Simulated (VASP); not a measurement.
# SnSe (Pnma) in VASP: single point with r2SCAN

Aim: the single point of SnSe with r2SCAN.

Everything below comes from runs of VASP 6.6.1. Logs are shortened: lines on timing, memory, paths and dates and some standing lists are left out, and cuts for length are marked.

## Step 1: The cell of the first run

It takes space group Pnma (No. 62, orthorhombic). The conventional cell has a = 11.254 Å, b = 4.143 Å, c = 4.394 Å, α = 90.00°, β = 90.00°, γ = 90.00°. Se (site symmetry m) has 6 Sn at 2.69 to 3.41 Å within 3.5 Å. Sn (site symmetry m) has 6 Se at 2.69 to 3.41 Å and 2 Sn at 3.49 Å within 3.5 Å.

## Step 2: Single point, r2SCAN

The input, POSCAR:

```
SnSe
1.0
   11.2543279200      0.0000000000      0.0000000000
    0.0000000000      4.1434139600      0.0000000000
    0.0000000000      0.0000000000      4.3938400700
Se Sn
4 4
Direct
    0.8555000000      0.2500000000      0.4828000000
    0.6445000000      0.7500000000      0.9828000000
    0.3555000000      0.2500000000      0.0172000000
    0.1445000000      0.7500000000      0.5172000000
    0.1187000000      0.2500000000      0.0988000000
    0.3813000000      0.7500000000      0.5988000000
    0.6187000000      0.2500000000      0.4012000000
    0.8813000000      0.7500000000      0.9012000000
```

The input, INCAR.step1:

```
SYSTEM = SnSe
ALGO = Normal
EDIFF = 1E-4
ENCUT = 520
GGA = PE
ISMEAR = 1
LASPH = .True.
LCHARG = .False.
LREAL = .False.
LWAVE = .True.
NBANDS = 50
NELM = 80
PREC = Accurate
SIGMA = 0.2563
```

The input, INCAR.step2:

```
SYSTEM = SnSe
ALGO = Normal
EDIFF = 1E-6
ENCUT = 520
ISIF = 2
ISMEAR = 1
ISTART = 1
LASPH = .True.
LCHARG = .False.
LMIXTAU = .True.
LREAL = .False.
LWAVE = .False.
METAGGA = R2SCAN
NBANDS = 50
NELM = 80
PREC = Accurate
SIGMA = 0.2563
```

The input, KPOINTS:

```
k-points
0
Gamma
  3 6 6
  0 0 0
```

Potentials or basis: VASP PAW PBE potentials, release 64 (Se, Sn_d).

Launch:

```
> cat potpaw_PBE.64/Se/POTCAR potpaw_PBE.64/Sn_d/POTCAR > POTCAR
> cp INCAR.step1 INCAR
> mpirun -np 1 vasp_std > vasp.out
> cp INCAR.step2 INCAR
> mpirun -np 1 vasp_std > vasp.out
```

OUTCAR:

```text
SYSTEM = SnSe
   EDIFF = 1E-6
   ENCUT = 520
   ISIF = 2
   ISMEAR = 1
   ISTART = 1
   LASPH = .True.
   LREAL = .False.
   METAGGA = R2SCAN
   NELM = 80
   PREC = Accurate

 ion  position               nearest neighbor table
   1  0.855  0.250  0.483-   7 2.69   8 2.78   8 2.78
   2  0.645  0.750  0.983-   8 2.69   7 2.78   7 2.78
   3  0.355  0.250  0.017-   5 2.69   6 2.78   6 2.78
   4  0.145  0.750  0.517-   6 2.69   5 2.78   5 2.78
   5  0.119  0.250  0.099-   3 2.69   4 2.78   4 2.78   8 3.49   8 3.49
   6  0.381  0.750  0.599-   4 2.69   3 2.78   3 2.78   7 3.49   7 3.49
   7  0.619  0.250  0.401-   1 2.69   2 2.78   2 2.78   6 3.49   6 3.49
   8  0.881  0.750  0.901-   2 2.69   1 2.78   1 2.78   5 3.49   5 3.49

  LATTYP: Found a simple orthorhombic cell.
 ALAT       =     4.1434139600
 B/A-ratio  =     1.0604395584
 C/A-ratio  =     2.7161968436

  Lattice vectors:

 A1 = (   0.0000000000,   4.1434139600,   0.0000000000)
 A2 = (   0.0000000000,   0.0000000000,   4.3938400700)
 A3 = (  11.2543279200,   0.0000000000,   0.0000000000)

Analysis of symmetry for initial positions (statically):
=====================================================================
 Subroutine PRICEL returns:
 Original cell was already a primitive cell.

 Routine SETGRP: Setting up the symmetry group for a
 simple orthorhombic supercell.

 Subroutine GETGRP returns: Found  8 space group operations
 (whereof  2 operations were pure point group operations)
 out of a pool of  8 trial point group operations.

The static configuration has the point symmetry S_2 .
 The point group associated with its full space group is D_2h.

Analysis of symmetry for dynamics (positions and initial velocities):
=====================================================================
 Subroutine PRICEL returns:
 Original cell was already a primitive cell.

 Routine SETGRP: Setting up the symmetry group for a
 simple orthorhombic supercell.

 Subroutine GETGRP returns: Found  8 space group operations
 (whereof  2 operations were pure point group operations)
 out of a pool of  8 trial point group operations.

The dynamic configuration has the point symmetry S_2 .
 The point group associated with its full space group is D_2h.

 Subroutine INISYM returns: Found  8 space group operations
 (whereof  2 operations are pure point group operations),
 and found     1 'primitive' translations

----------------------------------------------------------------------------------------

                                     Primitive cell

  volume of cell :     204.8906

  direct lattice vectors                    reciprocal lattice vectors
    11.254327920  0.000000000  0.000000000     0.088854706  0.000000000  0.000000000
     0.000000000  4.143413960  0.000000000     0.000000000  0.241346872  0.000000000
     0.000000000  0.000000000  4.393840070     0.000000000  0.000000000  0.227591352

  length of vectors
    11.254327920  4.143413960  4.393840070     0.088854706  0.241346872  0.227591352

  position of ions in fractional coordinates (direct lattice)
     0.855500000  0.250000000  0.482800000
     0.644500000  0.750000000  0.982800000
     0.355500000  0.250000000  0.017200000
     0.144500000  0.750000000  0.517200000
     0.118700000  0.250000000  0.098800000
     0.381300000  0.750000000  0.598800000
     0.618700000  0.250000000  0.401200000
     0.881300000  0.750000000  0.901200000

  ion indices of the primitive-cell ions
   primitive index   ion index
                 1           1
                 2           2
                 3           3
                 4           4
                 5           5
                 6           6
                 7           7
                 8           8

----------------------------------------------------------------------------------------

 KPOINTS: k-points

Automatic generation of k-mesh.
 Grid dimensions read from file:
 generate k-points for:    3    6    6

 Generating k-lattice:

  Cartesian coordinates                     Fractional coordinates (reciprocal lattice)
     0.029618235  0.000000000  0.000000000     0.333333333  0.000000000  0.000000000
     0.000000000  0.040224479  0.000000000     0.000000000  0.166666667  0.000000000
     0.000000000  0.000000000  0.037931892     0.000000000  0.000000000  0.166666667

  Length of vectors
     0.029618235  0.040224479  0.037931892

  Shift w.r.t. Gamma in fractional coordinates (k-lattice)
     0.000000000  0.000000000  0.000000000

 Subroutine IBZKPT returns following result:
 ===========================================

 Found     32 irreducible k-points:

 Following reciprocal coordinates:
            Coordinates               Weight
  0.000000  0.000000  0.000000      1.000000
  0.333333  0.000000  0.000000      2.000000
  0.000000  0.166667  0.000000      2.000000
  0.333333  0.166667  0.000000      4.000000
  0.000000  0.333333  0.000000      2.000000
  0.333333  0.333333  0.000000      4.000000
[... 16 lines left out ...]
  0.000000  0.500000  0.333333      2.000000
  0.333333  0.500000  0.333333      4.000000
 [... further k-points ...]
   k-points           NKPTS =     32   k-points in BZ     NKDIM =     32   number of bands    NBANDS=     50
   number of dos      NEDOS =    301   number of ions     NIONS =      8
   total plane-waves  NPLWV =  96768
   dimension x,y,z NGX =    84 NGY =   32 NGZ =   36
   dimension x,y,z NGXF=   168 NGYF=   64 NGZF=   72
   ions per type =               4   4
   NGX,Y,Z   is equivalent  to a cutoff of  12.41, 12.84, 13.62 a.u.
   NGXF,Y,Z  is equivalent  to a cutoff of  24.82, 25.68, 27.24 a.u.
 SYSTEM =  SnSe
   PREC   = accura    normal or accurate (medium, high low for compatibility)
   ISTART =      1    job   : 0-new  1-cont  2-samecut
   ICHARG =      0    charge: 1-file 2-atom 10-const
   ISPIN  =      1    spin polarized calculation?
   LNONCOLLINEAR =      F non collinear calculations
   LSORBIT =      F    spin-orbit coupling
   LASPH  =      T    aspherical Exc in radial PAW
   ENCUT  =  520.0 eV  38.22 Ry    6.18 a.u.  20.93  7.70  8.17*2*pi/ulx,y,z
   NELM   =     80;   NELMIN=  2; NELMDL=  0     # of ELM steps
   EDIFF  = 0.1E-05   stopping-criterion for ELM
   LREAL  =      F    real-space projection
[... 7 lines left out ...]
   TEBEG  =    0.0;   TEEND  =   0.0 temperature during run
   PSTRESS=    0.0 pullay stress
   NELECT =      80.0000    total number of electrons
   NUPDOWN=      -1.0000    fix difference up-down
   EMIN   =  10.00;   EMAX   =-10.00  energy-range for DOS
   EFERMI =   0.00;   METHOD = LEGACY
   ISMEAR =     1;   SIGMA  =   0.26  broadening in eV -4-tet -1-fermi 0-gaus
   EFERMI_NEDOS =   21; number of points for ismear=-14 and -15
   IALGO  =     38    algorithm
   IMIX   =      4    mixing-type and parameters
     AMIX     =   0.40;   BMIX     =  1.00
     AMIX_MAG =   1.60;   BMIX_MAG =  1.00
  volume/ion in A,a.u.               =      25.61       172.83
  Fermi-wavevector in a.u.,A,eV,Ry     =   1.196550  2.261151 19.479889  1.431731
  Thomas-Fermi vector in A             =   2.332487
   LORBIT       =      0    0 simple, 1 ext, 2 COOP (PROOUT), +10 PAW based schemes
   METAGGA = R2SCAN    functional components
   LHFCALC =     F    Hartree Fock is set to
   AEXX    =    0.0000 exact exchange contribution
   IVDW    =     0    specifies the selected vdW correction
   LEPSILON=     F    determine dielectric tensor
   LRPA    =     F    only Hartree local field effects (RPA)
 non-spin polarized calculation
 Methfessel and Paxton  Order N= 1 SIGMA  =   0.26
  energy-cutoff  :      520.00
  volume of cell :      204.89
 maximum number of plane-waves:      5555
 NGX is ok and might be reduce to    84
   NGX = 41   NGY = 15   NGZ = 17

 number of electron      80.0000007 magnetization

 Free energy of the ion-electron system (eV)
  ---------------------------------------------------
  ext. energy  EPLUGINS =         0.00000000
  ---------------------------------------------------
  free energy    TOTEN  =      -159.63022831 eV

  energy without entropy =     -159.63457237  energy(sigma->0) =     -159.63167633

 E-fermi :   5.8804     XC(G=0): -10.4754

 val. band max:        5.8089014283   @ k =   0.0000   0.0000   0.3333
 cond. band min:       6.6699823273   @ k =   0.0000   0.3333   0.0000
 fundamental gap:      0.8610808990
 Fermi energy:         5.8803930286

 k-point     1 :       0.0000    0.0000    0.0000
  band No.  band energies     occupation
      1     -16.2794      2.00000
      2     -16.2562      2.00000
      3     -16.2550      2.00000
      4     -16.2548      2.00000
      5     -16.2495      2.00000
      6     -16.2475      2.00000
[... 42 lines left out ...]
     49      10.7885     -0.00000
     50      10.8849     -0.00000

 k-point     2 :       0.3333    0.0000    0.0000
  band No.  band energies     occupation
      1     -16.2755      2.00000
      2     -16.2655      2.00000
      3     -16.2540      2.00000
      4     -16.2518      2.00000
      5     -16.2517      2.00000
      6     -16.2488      2.00000
[... 42 lines left out ...]
     49      11.1149      0.00000
     50      11.2269      0.00000

 k-point     3 :       0.0000    0.1667    0.0000
  band No.  band energies     occupation
      1     -16.2720      2.00000
      2     -16.2593      2.00000
      3     -16.2576      2.00000
      4     -16.2522      2.00000
      5     -16.2491      2.00000
      6     -16.2486      2.00000
[... 42 lines left out ...]
     49      10.6148     -0.00000
     50      11.0884      0.00000

 k-point     4 :       0.3333    0.1667    0.0000
  band No.  band energies     occupation
      1     -16.2692      2.00000
      2     -16.2631      2.00000
      3     -16.2567      2.00000
      4     -16.2536      2.00000
      5     -16.2495      2.00000
      6     -16.2469      2.00000
[... 999 lines left out ...]
 k-point    23 :       0.0000    0.5000    0.3333
  band No.  band energies     occupation
      1     -16.2827      2.00000
      2     -16.2827      2.00000
      3     -16.2733      2.00000
      4     -16.2733      2.00000
      5     -16.2380      2.00000
      6     -16.2380      2.00000
[... 42 lines left out ...]
     49      11.0124      0.00000
     50      11.0124      0.00000

 k-point    24 :       0.3333    0.5000    0.3333
  band No.  band energies     occupation
      1     -16.2805      2.00000
      2     -16.2805      2.00000
      3     -16.2758      2.00000
      4     -16.2758      2.00000
      5     -16.2369      2.00000
      6     -16.2369      2.00000
[... 42 lines left out ...]
     49      11.7911      0.00000
     50      11.7934      0.00000

 [... further k-points ...]

------------------------ aborting loop because EDIFF is reached ----------------------------------------

  FORCE on cell =-STRESS in cart. coord.  units (eV):
  Direction    XX          YY          ZZ          XY          YZ          ZX
  --------------------------------------------------------------------------------------
  -------------------------------------------------------------------------------------
  Total        6.3771168      3.2183608      3.9283747      0.0000000      0.0000000      0.0000000
  in kB       49.8669513     25.1665207     30.7185953      0.0000000      0.0000000      0.0000000
  external PRESSURE =      35.2506891 kB  Pullay stress =       0.0000000 kB

 VOLUME and BASIS-vectors are now :
 -----------------------------------------------------------------------------
  energy-cutoff  :      520.00
  volume of cell :      204.89
      direct lattice vectors                 reciprocal lattice vectors
    11.254327920  0.000000000  0.000000000     0.088854706  0.000000000  0.000000000
     0.000000000  4.143413960  0.000000000     0.000000000  0.241346872  0.000000000
     0.000000000  0.000000000  4.393840070     0.000000000  0.000000000  0.227591352

 POSITION                                       TOTAL-FORCE (eV/Angst)
 -----------------------------------------------------------------------------------
      9.62808      1.03585      2.12135         0.167349      0.000000      0.050193
      7.25341      3.10756      4.31827        -0.167349      0.000000      0.050193
      4.00091      1.03585      0.07557         0.167349     -0.000000     -0.050193
      1.62625      3.10756      2.27249        -0.167349     -0.000000     -0.050193
      1.33589      1.03585      0.43411        -0.205031     -0.000000      0.010463
      4.29128      3.10756      2.63103         0.205031     -0.000000      0.010463
      6.96305      1.03585      1.76281        -0.205031      0.000000     -0.010463
      9.91844      3.10756      3.95973         0.205031      0.000000     -0.010463
 -----------------------------------------------------------------------------------
    total drift:                               -0.000000      0.000000      0.000000

  FREE ENERGIE OF THE ION-ELECTRON SYSTEM (eV)
  ---------------------------------------------------
  free  energy   TOTEN  =      -159.6302283120 eV

  energy  without entropy=     -159.6345723708  energy(sigma->0) =     -159.63167633
```

Wall time 23 min (1 thread of Intel Xeon 8259CL, shared host); peak memory 0.49 GiB.

What came out:

```yaml
Free_energy: -159.6302 eV
Pressure: 3.5 GPa
Largest_force: 0.205 eV/Å
Band_gap_on_the_k_mesh: 0.86 eV (least direct gap 1.04 eV)
```

Forces in eV/Å, atoms in the order of the input:
```
Se   0.167  0.000  0.050
Se  -0.167  0.000  0.050
Se   0.167  0.000 -0.050
Se  -0.167  0.000 -0.050
Sn  -0.205  0.000  0.010
Sn   0.205  0.000  0.010
Sn  -0.205  0.000 -0.010
Sn   0.205  0.000 -0.010
```

Stress tensor (GPa, compression positive):
```
4.99 0.00 0.00
0.00 2.52 0.00
0.00 0.00 3.07
```

Levels at points of the mesh, in eV from the valence-band top:
```csv
k point,band 37,band 38,band 39,band 40,band 41,band 42,band 43,band 44
"(0.00, 0.00, 0.00)",-1.84,-1.18,-0.83,-0.61,0.89,3.18,3.24,3.25
"(0.00, 0.50, 0.00)",-1.07,-1.07,-0.87,-0.87,1.21,1.21,1.82,1.82
"(0.00, 0.00, 0.50)",-0.85,-0.85,-0.23,-0.23,1.44,1.44,1.67,1.67
"(0.00, 0.50, 0.50)",-2.53,-2.53,-1.63,-1.63,3.04,3.04,3.36,3.36
```

Caveat: the cell stands under pressure; the PAW data sets were made with another functional, which shifts forces and pressure a little; spin-orbit coupling is left out, which moves the levels of the heavy elements. A k mesh can miss the band edges.
